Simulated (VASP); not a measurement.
# NaZnCl3 (Pm-3m) in VASP: single point with HSE06

Aim: the single point of NaZnCl3 with HSE06.

All numbers are computed with VASP 6.6.1; they aren't measurements. Logs are shortened: lines on timing, memory, paths and dates and some standing lists are left out, and cuts for length are marked.

### 1 The cell of the first run

The structure is cubic, space group Pm-3m (No. 221). Conventional cell: a = 4.882 Å, b = 4.882 Å, c = 4.882 Å, α = 90.00°, β = 90.00°, γ = 90.00°. Na (site symmetry m-3m) has 12 Cl at 3.45 Å and 8 Zn at 4.23 Å within 4.5 Å. Within 3.2 Å of Zn (site symmetry m-3m) lie 6 Cl at 2.44 Å. Within 3.2 Å of Cl (site symmetry 4/mmm) lie 2 Zn at 2.44 Å.

### 2 Single point, HSE06 (strain +0.5%)

POSCAR

```
NaZnCl3
1.0
    4.8823234109      0.0000000000      0.0000000000
    0.0000000000      4.8823234109      0.0000000000
    0.0000000000      0.0000000000      4.8823234109
Na Zn Cl
1 1 3
Direct
    0.0000000000      0.0000000000      0.0000000000
    0.5000000000      0.5000000000      0.5000000000
    0.5000000000      0.5000000000      0.0000000000
    0.5000000000      0.0000000000      0.5000000000
    0.0000000000      0.5000000000      0.5000000000
```

INCAR.step1

```
  ALGO = Normal
  EDIFF = 1E-5
  ENCUT = 520
  GGA = PE
  ISIF = 2
  ISMEAR = 0
  KPAR = 4
  LASPH = True
  LCHARG = False
  LREAL = False
  LWAVE = True
  NBANDS = 28
  NELM = 80
  PREC = Accurate
  SIGMA = 0.01
```

INCAR.step2

```
  ALGO = Normal
  EDIFF = 1E-6
  ENCUT = 520
  GGA = PE
  HFSCREEN = 0.2079
  ISIF = 2
  ISMEAR = 0
  ISTART = 1
  KPAR = 4
  LASPH = True
  LCHARG = False
  LHFCALC = True
  LREAL = False
  LWAVE = False
  NBANDS = 28
  NELM = 80
  PREC = Accurate
  PRECFOCK = Fast
  SIGMA = 0.01
```

KPOINTS

```
k-points
0
Gamma
  4 4 4
```

Potentials or basis: VASP PAW PBE potentials, release 64 (Na_pv, Zn, Cl).

The run is started by

```console
$ cat potpaw_PBE.64/Na_pv/POTCAR potpaw_PBE.64/Zn/POTCAR potpaw_PBE.64/Cl/POTCAR > POTCAR
$ cp INCAR.step1 INCAR
$ mpirun -np 4 vasp_std > vasp.out
$ cp INCAR.step2 INCAR
$ mpirun -np 4 vasp_std > vasp.out
```

OUTCAR:

```text
EDIFF = 1E-6
   ENCUT = 520
   GGA = PE
   HFSCREEN = 0.2079
   ISIF = 2
   ISMEAR = 0
   ISTART = 1
   LASPH = True
   LHFCALC = True
   LREAL = False
   NELM = 80
   PREC = Accurate
   PRECFOCK = Fast

 ion  position               nearest neighbor table
   1  0.000  0.000  0.000-
   2  0.500  0.500  0.500-   3 2.44   4 2.44   5 2.44   3 2.44   4 2.44   5 2.44
   3  0.500  0.500  0.000-   2 2.44   2 2.44
   4  0.500  0.000  0.500-   2 2.44   2 2.44
   5  0.000  0.500  0.500-   2 2.44   2 2.44

  LATTYP: Found a simple cubic cell.
 ALAT       =     4.8823234109

  Lattice vectors:

 A1 = (   4.8823234109,   0.0000000000,   0.0000000000)
 A2 = (   0.0000000000,   4.8823234109,   0.0000000000)
 A3 = (   0.0000000000,   0.0000000000,   4.8823234109)

Analysis of symmetry for initial positions (statically):
=====================================================================
 Subroutine PRICEL returns:
 Original cell was already a primitive cell.

 Routine SETGRP: Setting up the symmetry group for a
 simple cubic supercell.

 Subroutine GETGRP returns: Found 48 space group operations
[... 9 lines left out ...]

 Routine SETGRP: Setting up the symmetry group for a
 simple cubic supercell.

 Subroutine GETGRP returns: Found 48 space group operations
[... 11 lines left out ...]
                                     Primitive cell

  volume of cell :     116.3803

  direct lattice vectors                    reciprocal lattice vectors
     4.882323411  0.000000000  0.000000000     0.204820516  0.000000000  0.000000000
     0.000000000  4.882323411  0.000000000     0.000000000  0.204820516  0.000000000
     0.000000000  0.000000000  4.882323411     0.000000000  0.000000000  0.204820516

  length of vectors
     4.882323411  4.882323411  4.882323411     0.204820516  0.204820516  0.204820516

  position of ions in fractional coordinates (direct lattice)
     0.000000000  0.000000000  0.000000000
     0.500000000  0.500000000  0.500000000
     0.500000000  0.500000000  0.000000000
     0.500000000  0.000000000  0.500000000
     0.000000000  0.500000000  0.500000000

  ion indices of the primitive-cell ions
   primitive index   ion index
                 1           1
                 2           2
                 3           3
                 4           4
                 5           5

----------------------------------------------------------------------------------------

 KPOINTS: k-points

Automatic generation of k-mesh.
 Grid dimensions read from file:
 generate k-points for:    4    4    4

 Generating k-lattice:

  Cartesian coordinates                     Fractional coordinates (reciprocal lattice)
     0.051205129  0.000000000  0.000000000     0.250000000  0.000000000  0.000000000
     0.000000000  0.051205129  0.000000000     0.000000000  0.250000000  0.000000000
     0.000000000  0.000000000  0.051205129     0.000000000  0.000000000  0.250000000

  Length of vectors
     0.051205129  0.051205129  0.051205129

  Shift w.r.t. Gamma in fractional coordinates (k-lattice)
     0.000000000  0.000000000  0.000000000

 Subroutine IBZKPT returns following result:
 ===========================================

 Found     10 irreducible k-points:

 Following reciprocal coordinates:
            Coordinates               Weight
  0.000000  0.000000  0.000000      1.000000
  0.250000  0.000000  0.000000      6.000000
  0.500000  0.000000  0.000000      3.000000
  0.250000  0.250000  0.000000     12.000000
  0.500000  0.250000  0.000000     12.000000
  0.500000  0.500000  0.000000      3.000000
  0.250000  0.250000  0.250000      8.000000
  0.500000  0.250000  0.250000     12.000000
  0.500000  0.500000  0.250000      6.000000
  0.500000  0.500000  0.500000      1.000000
   k-points           NKPTS =     10   k-points in BZ     NKDIM =     64   number of bands    NBANDS=     28
   number of dos      NEDOS =    301   number of ions     NIONS =      5
   total plane-waves  NPLWV =  46656
   dimension x,y,z NGX =    36 NGY =   36 NGZ =   36
   dimension x,y,z NGXF=    72 NGYF=   72 NGZF=   72
   ions per type =               1   1   3
   NGX,Y,Z   is equivalent  to a cutoff of  12.26, 12.26, 12.26 a.u.
   NGXF,Y,Z  is equivalent  to a cutoff of  24.52, 24.52, 24.52 a.u.
 SYSTEM =  unknown system
   PREC   = accura    normal or accurate (medium, high low for compatibility)
   ISTART =      1    job   : 0-new  1-cont  2-samecut
   ICHARG =      0    charge: 1-file 2-atom 10-const
   ISPIN  =      1    spin polarized calculation?
   LNONCOLLINEAR =      F non collinear calculations
   LSORBIT =      F    spin-orbit coupling
   LASPH  =      T    aspherical Exc in radial PAW
   ENCUT  =  520.0 eV  38.22 Ry    6.18 a.u.   9.08  9.08  9.08*2*pi/ulx,y,z
   NELM   =     80;   NELMIN=  2; NELMDL=  0     # of ELM steps
   EDIFF  = 0.1E-05   stopping-criterion for ELM
   LREAL  =      F    real-space projection
   EDIFFG = 0.1E-04   stopping-criterion for IOM
   NSW    =      0    number of steps for IOM
   IBRION =     -1    ionic relax: 0-MD 1-quasi-New 2-CG
   NFREE  =      0    steps in history (QN), initial steepest desc. (CG)
   ISIF   =      2    stress and relaxation
   ISYM   =      3    0-nonsym 1-usesym 2-fastsym
   POTIM  = 0.5000    time-step for ionic-motion
   TEBEG  =    0.0;   TEEND  =   0.0 temperature during run
   PSTRESS=    0.0 pullay stress
   NELECT =      40.0000    total number of electrons
   NUPDOWN=      -1.0000    fix difference up-down
   EMIN   =  10.00;   EMAX   =-10.00  energy-range for DOS
   EFERMI =   0.00;   METHOD = LEGACY
   ISMEAR =     0;   SIGMA  =   0.01  broadening in eV -4-tet -1-fermi 0-gaus
   EFERMI_NEDOS =   21; number of points for ismear=-14 and -15
   IALGO  =     38    algorithm
   IMIX   =      1    mixing-type and parameters
     AMIX     =   0.40;   BMIX     =  1.00
     AMIX_MAG =   1.60;   BMIX_MAG =  1.00
  volume/ion in A,a.u.               =      23.28       157.07
  Fermi-wavevector in a.u.,A,eV,Ry     =   1.146749  2.167041 17.892107  1.315033
  Thomas-Fermi vector in A             =   2.283432
   LORBIT       =      0    0 simple, 1 ext, 2 COOP (PROOUT), +10 PAW based schemes
   GGA     = PE    functional components
   LHFCALC =     T    Hartree Fock is set to
   PRECFOCK=fast      Normal, Fast or Accurate (Low or Medium for compatibility)
   ENCUT4O =  -1.0   cutoff for four orbital integrals eV
   NKREDX  =     1    reduce k-point grid by
   NKREDY  =     1    reduce k-point grid by
   NKREDZ  =     1    reduce k-point grid by
   AEXX    =    0.2500 exact exchange contribution
   HFSCREEN=    0.2079 screening length (either q_TF or 0.3 A-1)
   HFSCREENC=   0.2079 screening length for correlation (either q_TF or 0.3 A-1)
   ENCUTFOCK=  -1.0 apply spherical cutoff to Coloumb kernel
   IVDW    =     0    specifies the selected vdW correction
   LEPSILON=     F    determine dielectric tensor
   LRPA    =     F    only Hartree local field effects (RPA)
 non-spin polarized calculation
 Gauss-broadening in eV      SIGMA  =   0.01
  energy-cutoff  :      520.00
  volume of cell :      116.38
 maximum number of plane-waves:      3178
  NGX = 20; NGY = 20; NGZ = 20

 number of electron      40.0000008 magnetization

 Free energy of the ion-electron system (eV)
  ---------------------------------------------------
  ext. energy  EPLUGINS =         0.00000000
  ---------------------------------------------------
  free energy    TOTEN  =       -17.35625604 eV

  energy without entropy =      -17.35625604  energy(sigma->0) =      -17.35625604

 E-fermi :  -0.8413     XC(G=0):  -7.0055

 val. band max:       -0.8851271451   @ k =   0.5000   0.5000   0.5000
 cond. band min:       2.2290830022   @ k =   0.0000   0.0000   0.0000
 fundamental gap:      3.1142101473
 Fermi energy:        -0.8413376162

 k-point     1 :       0.0000    0.0000    0.0000
  band No.  band energies     occupation
      1     -25.5678      2.00000
      2     -25.5678      2.00000
      3     -25.5678      2.00000
      4     -16.2123      2.00000
      5     -15.0986      2.00000
      6     -15.0986      2.00000
[... 20 lines left out ...]
     27       9.4374      0.00000
     28      11.9254      0.00000

 k-point     2 :       0.2500    0.0000    0.0000
  band No.  band energies     occupation
      1     -25.5682      2.00000
      2     -25.5678      2.00000
      3     -25.5678      2.00000
      4     -16.0739      2.00000
      5     -15.2133      2.00000
      6     -15.0933      2.00000
[... 20 lines left out ...]
     27       9.7336      0.00000
     28      11.7004      0.00000

 k-point     3 :       0.5000    0.0000    0.0000
  band No.  band energies     occupation
      1     -25.5686      2.00000
      2     -25.5677      2.00000
      3     -25.5677      2.00000
      4     -15.8695      2.00000
      5     -15.3946      2.00000
      6     -15.0879      2.00000
[... 20 lines left out ...]
     27      10.2164      0.00000
     28      10.7293      0.00000

 k-point     4 :       0.2500    0.2500    0.0000
  band No.  band energies     occupation
      1     -25.5682      2.00000
      2     -25.5682      2.00000
      3     -25.5677      2.00000
      4     -15.9411      2.00000
      5     -15.2399      2.00000
      6     -15.1582      2.00000
[... 20 lines left out ...]
     27      10.6429      0.00000
     28      10.9269      0.00000

 k-point     5 :       0.5000    0.2500    0.0000
  band No.  band energies     occupation
      1     -25.5686      2.00000
      2     -25.5681      2.00000
      3     -25.5677      2.00000
      4     -15.7385      2.00000
      5     -15.3844      2.00000
      6     -15.1752      2.00000
[... 20 lines left out ...]
     27      10.4961      0.00000
     28      10.5055      0.00000

 k-point     6 :       0.5000    0.5000    0.0000
  band No.  band energies     occupation
      1     -25.5685      2.00000
      2     -25.5685      2.00000
      3     -25.5676      2.00000
      4     -15.4952      2.00000
      5     -15.3742      2.00000
      6     -15.3742      2.00000
[... 20 lines left out ...]
     27       8.9615      0.00000
     28      10.7387      0.00000

 k-point     7 :       0.2500    0.2500    0.2500
  band No.  band energies     occupation
      1     -25.5681      2.00000
      2     -25.5681      2.00000
      3     -25.5681      2.00000
      4     -15.8189      2.00000
      5     -15.2330      2.00000
      6     -15.2330      2.00000
[... 20 lines left out ...]
     27      10.0338      0.00000
     28      10.8052      0.00000

 k-point     8 :       0.5000    0.2500    0.2500
  band No.  band energies     occupation
      1     -25.5685      2.00000
      2     -25.5681      2.00000
      3     -25.5680      2.00000
      4     -15.6285      2.00000
      5     -15.3751      2.00000
      6     -15.2259      2.00000
[... 20 lines left out ...]
     27      10.3257      0.00000
     28      10.5624      0.00000

 k-point     9 :       0.5000    0.5000    0.2500
  band No.  band energies     occupation
      1     -25.5684      2.00000
      2     -25.5684      2.00000
      3     -25.5680      2.00000
      4     -15.4279      2.00000
      5     -15.3658      2.00000
      6     -15.3658      2.00000
[... 20 lines left out ...]
     27       9.9311      0.00000
     28      10.0652      0.00000

 k-point    10 :       0.5000    0.5000    0.5000
  band No.  band energies     occupation
      1     -25.5684      2.00000
      2     -25.5684      2.00000
      3     -25.5684      2.00000
      4     -15.3574      2.00000
      5     -15.3574      2.00000
      6     -15.3574      2.00000
[... 20 lines left out ...]
     27      10.7953      0.00000
     28      10.7953      0.00000

------------------------ aborting loop because EDIFF is reached ----------------------------------------

  FORCE on cell =-STRESS in cart. coord.  units (eV):
  Direction    XX          YY          ZZ          XY          YZ          ZX
  --------------------------------------------------------------------------------------
  -------------------------------------------------------------------------------------
  Total        0.0557445      0.0557445      0.0557445      0.0000000      0.0000000     -0.0000000
  in kB        0.7674204      0.7674204      0.7674204      0.0000000      0.0000000     -0.0000000
  external PRESSURE =       0.7674204 kB  Pullay stress =       0.0000000 kB

 VOLUME and BASIS-vectors are now :
 -----------------------------------------------------------------------------
  energy-cutoff  :      520.00
  volume of cell :      116.38
      direct lattice vectors                 reciprocal lattice vectors
     4.882323411  0.000000000  0.000000000     0.204820516  0.000000000  0.000000000
     0.000000000  4.882323411  0.000000000     0.000000000  0.204820516  0.000000000
     0.000000000  0.000000000  4.882323411     0.000000000  0.000000000  0.204820516

 POSITION                                       TOTAL-FORCE (eV/Angst)
 -----------------------------------------------------------------------------------
      0.00000      0.00000      0.00000         0.000000      0.000000      0.000000
      2.44116      2.44116      2.44116         0.000000      0.000000      0.000000
      2.44116      2.44116      0.00000         0.000000      0.000000      0.000000
      2.44116      0.00000      2.44116         0.000000      0.000000      0.000000
      0.00000      2.44116      2.44116         0.000000      0.000000      0.000000
 -----------------------------------------------------------------------------------
    total drift:                               -0.000008     -0.000018     -0.000009

  FREE ENERGIE OF THE ION-ELECTRON SYSTEM (eV)
  ---------------------------------------------------
  free  energy   TOTEN  =       -17.3562560404 eV

  energy  without entropy=      -17.3562560404  energy(sigma->0) =      -17.35625604
```

Wall time 8.3 min (4 MPI ranks of AMD EPYC 7R43 (Zen 3), shared host); peak memory 0.31 GiB.

What came out:

| Item | Value |
| --- | --- |
| Free energy | -17.3563 eV |
| Pressure | 0.1 GPa |
| Band gap on the k mesh | 3.11 eV, indirect (least direct gap 3.67 eV) |

Levels at points of the mesh, in eV from the valence-band top:
```tsv
k point	band 17	band 18	band 19	band 20	band 21	band 22	band 23	band 24
(0.00, 0.00, 0.00)	-0.89	-0.56	-0.56	-0.56	3.11	5.55	9.58	9.58
(0.50, 0.00, 0.00)	-1.24	-1.12	-0.68	-0.68	6.17	7.60	8.10	10.39
(0.50, 0.50, 0.00)	-1.21	-1.21	-0.05	-0.01	8.02	8.42	9.10	9.10
(0.50, 0.50, 0.50)	-0.03	0.00	0.00	0.00	6.36	8.04	8.04	8.04
```

Caveat: the cell differs from its parent crystal (strain +0.5%); the PAW data sets were made with another functional, which shifts forces and pressure a little.
